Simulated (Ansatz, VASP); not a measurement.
## AlGaN2: VASP beside Ansatz

File POSCAR:

```
AlGaN2
1.0
    3.0780595077      0.0000000000      0.0000000000
    0.0000000000      3.0780595077      0.0000000000
    0.0000000000      0.0000000000      4.4238379400
Al Ga N
1 1 2
Direct
    0.5000000000      0.5000000000      0.5000000000
    0.0000000000      0.0000000000      0.0000000000
    0.5000000000      0.0000000000      0.7382648100
    0.0000000000      0.5000000000      0.2617351900
```

INCAR.step1

```
PREC     = Accurate       # precision mode
ENCUT    = 520            # plane-wave cutoff, eV
ISMEAR   = 0              # smearing method
SIGMA    = 0.05           # smearing width, eV
LREAL    = False          # projectors in reciprocal space
LASPH    = True           # aspherical terms in the spheres
NELM     = 80             # most SCF steps
NBANDS   = 21             # bands
GGA      = PE             # functional
ALGO     = Normal         # electronic algorithm
EDIFF    = 1E-4           # SCF threshold, eV
LWAVE    = True           # write WAVECAR
LCHARG   = False          # write CHGCAR
```

Contents of INCAR.step2:

```
PREC     = Accurate       # precision mode
ENCUT    = 520            # plane-wave cutoff, eV
EDIFF    = 1E-6           # SCF threshold, eV
ISMEAR   = 0              # smearing method
SIGMA    = 0.05           # smearing width, eV
LREAL    = False          # projectors in reciprocal space
LASPH    = True           # aspherical terms in the spheres
NELM     = 80             # most SCF steps
ALGO     = Normal         # electronic algorithm
ISIF     = 2              # what is computed and relaxed
LWAVE    = False          # write WAVECAR
LCHARG   = False          # write CHGCAR
METAGGA  = R2SCAN         # meta-GGA
LMIXTAU  = True         
NBANDS   = 21             # bands
ISTART   = 1
```

File KPOINTS:

```
regular mesh
0
Gamma
  8 8 6
```

Input for Ansatz:

```yaml
crystal:
  lattice:
    - [3.0780595077, 0.0, 0.0]
    - [0.0, 3.0780595077, 0.0]
    - [0.0, 0.0, 4.42383794]
  atoms:
    - { symbol: Al, position: [0.5, 0.5, 0.5] }
    - { symbol: Ga, position: [0.0, 0.0, 0.0] }
    - { symbol: "N", position: [0.5, 0.0, 0.73826481] }
    - { symbol: "N", position: [0.0, 0.5, 0.26173519] }
basis:
  ecutwfc: 500
kpoints:
  mp_grid: { grid: [8, 8, 6] }
hamiltonian:
  xc: r2scan
scf:
  occupations: { method: gaussian, width: 0.05 }
output:
  forces: true
  stress: true
  eigenvalues: true
```

Change from the starting cell: strain -0.0200 x Voigt [1, 1, 0, 0, 0, 0], atoms carried along.

Alike in both runs: task single point; functional r2SCAN; k mesh 8 × 8 × 6; occupations gaussian, width 0.05 eV; no spin polarisation.

|  | VASP | Ansatz |
| --- | --- | --- |
| version | VASP 6.6.1 | Ansatz 0.2.0 |
| potentials or method | VASP PAW PBE potentials, release 64 (Al, Ga_d, N), cutoff 520 eV | scalar-relativistic, plane waves, PAW |
| valence electrons in the cell | 26 | 26 |

VASP gave:

* gap on the k mesh at the Fermi level (eV): 3.64
* least direct gap on the mesh (eV): 3.64
* pressure (GPa): 9.0
* traceless stress, the component that is largest in VASP (GPa): -1.98
* rms of the force components (eV/Å): 0.015

Q: Which values does Ansatz return?

A: gap on the k mesh at the Fermi level (eV): 3.63; least direct gap on the mesh (eV): 3.63; pressure (GPa): 8.5; traceless stress, the component that is largest in VASP (GPa): -1.98; rms of the force components (eV/Å): 0.053.

VASP's potentials were made for PBE, not for r2SCAN. Atom by atom the forces differ by 0.039 eV/Å (rms over components). With one functional, cell and mesh, what is left measures potentials, basis and numerics.
